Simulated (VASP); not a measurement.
Ge, 2 atoms in the cell. The structure is cubic, space group Fd-3m (No. 227). Conventional cell: a = 5.658 Å, b = 5.658 Å, c = 5.658 Å, α = 90.00°, β = 90.00°, γ = 90.00°. Ge (site symmetry -43m) has 4 Ge at 2.45 Å within 3.2 Å. 

```yaml
Program: VASP 6.6.1
Task: single point
Functional: PBE
Potentials_or_basis: VASP PAW PBE potentials, release 64 (Ge_d)
Cutoff: 520 eV
k_mesh: 11 × 11 × 11
Occupations: fermi-dirac, width 0.05 eV
Spin: no spin polarisation
Dipole_correction: no
Further_INCAR_settings: ALGO = Normal; EDIFF = 1e-06; NBANDS = 21
```

Potentials or basis: VASP PAW PBE potentials, release 64 (Ge_d).

Run with:

```sh
$ cat potpaw_PBE.64/Ge_d/POTCAR > POTCAR
$ mpirun -np 1 vasp_std > vasp.out
```

Hardware: 1 thread of Intel(R) Xeon(R) 6975P-C (Granite Rapids) (shared host).

**Question.** How long does it take, and how much memory?

**Answer.** Wall time 26 s on 1 thread of Intel(R) Xeon(R) 6975P-C (Granite Rapids) (shared host), peak memory 0.18 GiB. Counts: scf iterations 12, k points 56.
